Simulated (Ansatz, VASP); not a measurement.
**Fe: VASP beside Ansatz**

The input INCAR:

```
SYSTEM = Fe
PREC     = Accurate       ! precision mode
ENCUT    = 520            ! plane-wave cutoff, eV
EDIFF    = 1E-8           ! SCF threshold, eV
ISMEAR   = 0              ! smearing method
SIGMA    = 0.05           ! smearing width, eV
LREAL    = .FALSE.        ! projectors in reciprocal space
LASPH    = .TRUE.         ! aspherical terms in the spheres
NELM     = 150            ! most SCF steps
ALGO     = Normal         ! electronic algorithm
ISIF     = 2              ! what is computed and relaxed
LWAVE    = .FALSE.        ! write WAVECAR
LCHARG   = .FALSE.        ! write CHGCAR
ISPIN    = 2              ! spin polarisation
MAGMOM   = 2.18           ! initial moments
LORBIT   = 11             ! projections on sites
LMAXMIX  = 4              ! l up to which the mixer works
LEFG     = .TRUE.       
NBANDS   = 14             ! bands
```

Contents of KPOINTS:

```
regular mesh
0
G
  22 22 22
  0 0 0
```

The input POSCAR:

```
Fe
1.0
   -1.4430000000      1.4430000000      1.4430000000
    1.4430000000     -1.4430000000      1.4430000000
    1.4430000000      1.4430000000     -1.4430000000
Fe
1
Direct
    0.0000000000      0.0000000000      0.0000000000
```

Input for Ansatz:

```yaml
crystal:
  lattice:
    - [-1.443, 1.443, 1.443]
    - [1.443, -1.443, 1.443]
    - [1.443, 1.443, -1.443]
  atoms:
    - { symbol: Fe, position: [0.0, 0.0, 0.0], spin: 2.18 }
basis:
  ecutwfc: 420
  ecutrho_ratio: 4
kpoints:
  mp_grid: { grid: [22, 22, 22] }
hamiltonian:
  xc: lda
scf:
  occupations: { method: gaussian, width: 0.05 }
output:
  forces: true
  stress: true
  eigenvalues: true
  populations: true
  efg: { contact_densities: true, quadrupole_moments_barn: { Fe: 0.16 } }
magnetization:
  spin_polarized: true
```

Alike in both runs: task electric field gradients; functional LDA; k mesh 22 × 22 × 22; occupations gaussian, width 0.05 eV; collinear spin.

|  | VASP | Ansatz |
| --- | --- | --- |
| version | VASP 6.6.1 | Ansatz 0.2.0 |
| potentials or method | VASP PAW LDA potentials, release 64 (Fe), cutoff 520 eV | scalar-relativistic, plane waves, PAW |
| valence electrons in the cell | 8 | 16 |

VASP gave:

- gap on the k mesh at the Fermi level (eV): none
- pressure (GPa): -26.1
- net moment per atom (μB): 2.21
- size of the moment on the site where the two differ most (μB): 2.19

Q: Which values does Ansatz return?

A: gap on the k mesh at the Fermi level (eV): none; pressure (GPa): -25.6; net moment per atom (μB): 2.24; size of the moment on the site where the two differ most (μB): 2.26.

LDA's correlation is that of Perdew and Zunger in VASP and of Perdew and Wang (1992) in Ansatz. Site moments also hang on the region over which each program counts them. A gap of «none» marks a metal or a gap that the smearing closes. VASP's potentials hold 8 valence electrons a cell and Ansatz's 16, so a difference there can come from the potentials and not from the codes.
